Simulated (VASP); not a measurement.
# C (P-1) in VASP: notebook, part 2 of 3

VASP 6.6.1.

## Step 3: Single point, r2SCAN (atoms displaced along a vibrational mode, the cell strained)

The input, POSCAR:

```
C
1.0
    0.0000000000     -1.7356132384     -1.7356132384
   -1.7356132384      0.0000000000     -1.7356132384
    1.7356132384      1.7356132384     -3.4712264767
C
4
Direct
    0.7249113929      0.7823424657      0.7499999898
    0.2750886071      0.2176575343      0.2500000102
    0.3499113929      0.4073424657      0.8749999898
    0.9000886071      0.8426575343      0.3750000102
```

The input, INCAR.step1:

```
SYSTEM = C
PREC = Accurate
ENCUT = 520
ISMEAR = 0
SIGMA = 0.05
LREAL = .FALSE.
LASPH = .TRUE.
NELM = 60
NBANDS = 16
GGA = PE
ALGO = Normal
EDIFF = 1E-4
LWAVE = .TRUE.
LCHARG = .FALSE.
```

The input, INCAR.step2:

```
SYSTEM = C
PREC = Accurate
ENCUT = 520
EDIFF = 1E-6
ISMEAR = 0
SIGMA = 0.05
LREAL = .FALSE.
LASPH = .TRUE.
NELM = 60
ALGO = Normal
ISIF = 2
LWAVE = .FALSE.
LCHARG = .FALSE.
METAGGA = R2SCAN
LMIXTAU = .TRUE.
NBANDS = 16
ISTART = 1
```

The input, KPOINTS:

```
Automatic mesh
0
G
  12 12 10
  0 0 0
```

Potentials or basis: VASP PAW PBE potentials, release 64 (C).

Launch:

```bash
$ cat potpaw_PBE.64/C/POTCAR > POTCAR
$ cp INCAR.step1 INCAR
$ mpirun -np 1 vasp_std > vasp.out
$ cp INCAR.step2 INCAR
$ mpirun -np 1 vasp_std > vasp.out
```

OUTCAR:

```text
SYSTEM = C
   PREC = Accurate
   ENCUT = 520
   EDIFF = 1E-6
   ISMEAR = 0
   LREAL = .FALSE.
   LASPH = .TRUE.
   NELM = 60
   ISIF = 2
   METAGGA = R2SCAN
   ISTART = 1

 ion  position               nearest neighbor table
   1  0.725  0.782  0.750-   3 1.50   3 1.50   3 1.50   4 1.51
   2  0.275  0.218  0.250-   4 1.50   4 1.50   4 1.50   3 1.51
   3  0.350  0.407  0.875-   1 1.50   1 1.50   1 1.50   2 1.51
   4  0.900  0.843  0.375-   2 1.50   2 1.50   2 1.50   1 1.51

  LATTYP: Found a trigonal (rhomboedric) cell.
 ALAT       =     4.2513668249
 COS(alpha) =     0.8333333333

  Lattice vectors:

 A1 = (   1.7356132384,   3.4712264768,  -1.7356132383)
 A2 = (   3.4712264768,   1.7356132384,  -1.7356132383)
 A3 = (   1.7356132384,   1.7356132384,  -3.4712264767)

Analysis of symmetry for initial positions (statically):
=====================================================================
 Subroutine PRICEL returns:
 Original cell was already a primitive cell.

 Routine SETGRP: Setting up the symmetry group for a
 trigonal (rhombohedral) supercell.

 Subroutine GETGRP returns: Found  2 space group operations
 (whereof  1 operations were pure point group operations)
 out of a pool of 12 trial point group operations.

The static configuration has the point symmetry C_1 .
 The point group associated with its full space group is S_2 .

Analysis of symmetry for dynamics (positions and initial velocities):
=====================================================================
 Subroutine PRICEL returns:
 Original cell was already a primitive cell.

 Routine SETGRP: Setting up the symmetry group for a
 trigonal (rhombohedral) supercell.

 Subroutine GETGRP returns: Found  2 space group operations
 (whereof  1 operations were pure point group operations)
 out of a pool of 12 trial point group operations.
[... 146 lines left out ...]
   IMIX   =      4    mixing-type and parameters
     AMIX     =   0.40;   BMIX     =  1.00
     AMIX_MAG =   1.60;   BMIX_MAG =  1.00
  volume/ion in A,a.u.               =       5.23        35.28
  Fermi-wavevector in a.u.,A,eV,Ry     =   1.497299  2.829485 30.502961  2.241904
  Thomas-Fermi vector in A             =   2.609205
   LORBIT       =      0    0 simple, 1 ext, 2 COOP (PROOUT), +10 PAW based schemes
   METAGGA = R2SCAN    functional components
   LHFCALC =     F    Hartree Fock is set to
   AEXX    =    0.0000 exact exchange contribution
   IVDW    =     0    specifies the selected vdW correction
   LEPSILON=     F    determine dielectric tensor
   LRPA    =     F    only Hartree local field effects (RPA)
 non-spin polarized calculation
 Gauss-broadening in eV      SIGMA  =   0.05
  energy-cutoff  :      520.00
  volume of cell :       20.91
 maximum number of plane-waves:       582
   NGX =  9   NGY =  9   NGZ = 15

 number of electron      16.0000002 magnetization

 Free energy of the ion-electron system (eV)
  ---------------------------------------------------
  ext. energy  EPLUGINS =         0.00000000
  ---------------------------------------------------
  free energy    TOTEN  =       -38.95756466 eV

  energy without entropy =      -38.95756466  energy(sigma->0) =      -38.95756466

 E-fermi :  11.3274     XC(G=0): -14.7162

 val. band max:       11.0262776454   @ k =   0.0000   0.0000   0.0000
 cond. band min:      15.4249717756   @ k =   0.0000  -0.4167   0.4000
 fundamental gap:      4.3986941302
 Fermi energy:        11.3273849865

 k-point     1 :       0.0000    0.0000    0.0000
  band No.  band energies     occupation
      1     -12.9174      2.00000
      2      -6.4870      2.00000
      3      -4.0298      2.00000
      4       7.7611      2.00000
      5       7.7942      2.00000
      6      10.7883      2.00000
[... 433 lines left out ...]
      3      -0.6953      2.00000
      4       2.1408      2.00000
      5       3.7687      2.00000
      6       4.5552      2.00000
[... 8 lines left out ...]
     15      25.5369      0.00000
     16      27.8378      0.00000

 [... further k-points ...]

------------------------ aborting loop because EDIFF is reached ----------------------------------------

  FORCE on cell =-STRESS in cart. coord.  units (eV):
  Direction    XX          YY          ZZ          XY          YZ          ZX
  --------------------------------------------------------------------------------------
  -------------------------------------------------------------------------------------
  Total        5.1286620      5.2661540      5.4568033      0.0617313      0.0445589     -0.0004450
  in kB      392.9124618    403.4458768    418.0517351      4.7293069      3.4137102     -0.0340884
  external PRESSURE =     404.8033579 kB  Pullay stress =       0.0000000 kB

 VOLUME and BASIS-vectors are now :
 -----------------------------------------------------------------------------
  energy-cutoff  :      520.00
  volume of cell :       20.91
      direct lattice vectors                 reciprocal lattice vectors
     0.000000000 -1.735613238 -1.735613238     0.144041307 -0.432123922 -0.144041307
    -1.735613238  0.000000000 -1.735613238    -0.432123922  0.144041307 -0.144041307
     1.735613238  1.735613238 -3.471226477     0.144041307  0.144041307 -0.144041307

 POSITION                                       TOTAL-FORCE (eV/Angst)
 -----------------------------------------------------------------------------------
     -0.05613      0.04354     -5.21943         0.791497     -0.651225      0.219869
      0.05613     -0.04354     -1.72302        -0.820959      0.601503     -0.143045
      0.81167      0.91135     -4.35162         0.820959     -0.601503      0.143045
     -0.81167     -0.91135     -4.32644        -0.791497      0.651225     -0.219869
 -----------------------------------------------------------------------------------
    total drift:                               -0.000010     -0.000003     -0.000009

  FREE ENERGIE OF THE ION-ELECTRON SYSTEM (eV)
  ---------------------------------------------------
  free  energy   TOTEN  =       -38.9575646630 eV

  energy  without entropy=      -38.9575646630  energy(sigma->0) =      -38.95756466
```

OUTCAR.step1:

```text
SYSTEM = C
   PREC = Accurate
   ENCUT = 520
   ISMEAR = 0
   LREAL = .FALSE.
   LASPH = .TRUE.
[... 709 lines left out ...]
      0.05613     -0.04354     -1.72302        -0.781791      0.568504     -0.132626
      0.81167      0.91135     -4.35162         0.781791     -0.568504      0.132626
     -0.81167     -0.91135     -4.32644        -0.749462      0.620878     -0.211879
 -----------------------------------------------------------------------------------
    total drift:                               -0.000001     -0.000000      0.000001

  FREE ENERGIE OF THE ION-ELECTRON SYSTEM (eV)
  ---------------------------------------------------
  free  energy   TOTEN  =       -35.9812677886 eV

  energy  without entropy=      -35.9812677886  energy(sigma->0) =      -35.98126779
```

Wall time 9.4 min (1 thread of Oxide Virtual Turin-like, shared host); peak memory 0.23 GiB.

What came out:

```
Free energy            : -38.9576 eV
Pressure               : 40.5 GPa
Largest force          : 1.048 eV/Å
Band gap on the k mesh : 4.40 eV
```

Forces in eV/Å, atoms in the order of the input:
```
C    0.791 -0.651  0.220
C   -0.821  0.602 -0.143
C    0.821 -0.602  0.143
C   -0.791  0.651 -0.220
```

Levels at points of the mesh, in eV from the valence-band top:
```csv
k point,band 4,band 5,band 6,band 7,band 8,band 9,band 10,band 11,band 12,band 13
"(0.00, 0.00, 0.00)",-3.27,-3.23,-0.24,-0.14,0.00,5.94,6.00,6.03,9.10,9.13
"(0.50, 0.00, 0.00)",-12.12,-7.72,-7.57,-5.65,-5.62,6.47,6.55,11.58,13.18,13.88
"(0.00, 0.50, 0.00)",-12.11,-7.70,-7.52,-5.68,-5.64,6.45,6.54,11.43,13.41,14.01
"(0.50, 0.50, 0.00)",-14.27,-7.28,-7.20,-3.44,-3.19,5.02,5.31,9.07,9.18,10.05
"(0.00, 0.00, 0.50)",-7.47,-2.28,-2.27,-1.91,-1.90,7.76,7.92,8.49,8.80,9.62
"(0.50, 0.00, 0.50)",-14.27,-7.24,-7.24,-3.38,-3.19,4.89,5.19,9.03,9.29,10.09
"(0.00, 0.50, 0.50)",-14.25,-7.27,-7.21,-3.32,-3.18,4.80,5.11,9.11,9.27,10.12
"(0.50, 0.50, 0.50)",-12.15,-7.71,-7.67,-5.61,-5.60,6.52,6.54,12.03,12.50,14.13
```

Caveat: the cell differs from its parent crystal (atoms displaced along a vibrational mode, the cell strained); the cell stands under pressure; the PAW data sets were made with another functional, which shifts forces and pressure a little. A k mesh can miss the band edges.

(Continued in part 3 of 3.)
